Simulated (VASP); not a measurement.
A run of VASP 6.6.1 is set up as follows.

The input INCAR:

```
PREC = Accurate ; ENCUT = 600
EDIFF = 1E-7 ; ISMEAR = 0
SIGMA = 0.1 ; LREAL = False
LASPH = True ; NELM = 60
ALGO = Fast ; ISIF = 3
LWAVE = False ; LCHARG = False
GGA = PE ; IBRION = 2
NSW = 100 ; EDIFFG = -0.01
```

The input KPOINTS:

```
Automatic mesh
0
Gamma
  12 12 12
```

Contents of POSCAR:

```
AsRu3
1.0
    3.8469463484      0.0000000000      0.0000000000
    0.0000000000      3.8469463484      0.0000000000
    0.0000000000      0.0000000000      3.8469463484
As Ru
1 3
Direct
    0.0000000000      0.0000000000      0.0000000000
    0.0000000000      0.5000000000      0.5000000000
    0.5000000000      0.0000000000      0.5000000000
    0.5000000000      0.5000000000      0.0000000000
```

Potentials or basis: VASP PAW PBE potentials, release 64 (As, Ru_pv).

Launch:

```bash
$ cat potpaw_PBE.64/As/POTCAR potpaw_PBE.64/Ru_pv/POTCAR > POTCAR
$ mpirun -np 1 vasp_std > vasp.out
```

Task: Predict the relaxed cell.

Result: a = 3.846 Å, b = 3.846 Å, c = 3.846 Å, α = 90.00°, β = 90.00°, γ = 90.00°.

Task: Estimate the space group after relaxing (to 0.1 Å).

Result: Pm-3m (No. 221).

Final structure:
```
CELL_PARAMETERS angstrom
3.84618 0.00000 0.00000
0.00000 3.84618 0.00000
0.00000 0.00000 3.84618
ATOMIC_POSITIONS crystal
As 0.00000 0.00000 0.00000
Ru 0.00000 0.50000 0.50000
Ru 0.50000 0.00000 0.50000
Ru 0.50000 0.50000 0.00000
```
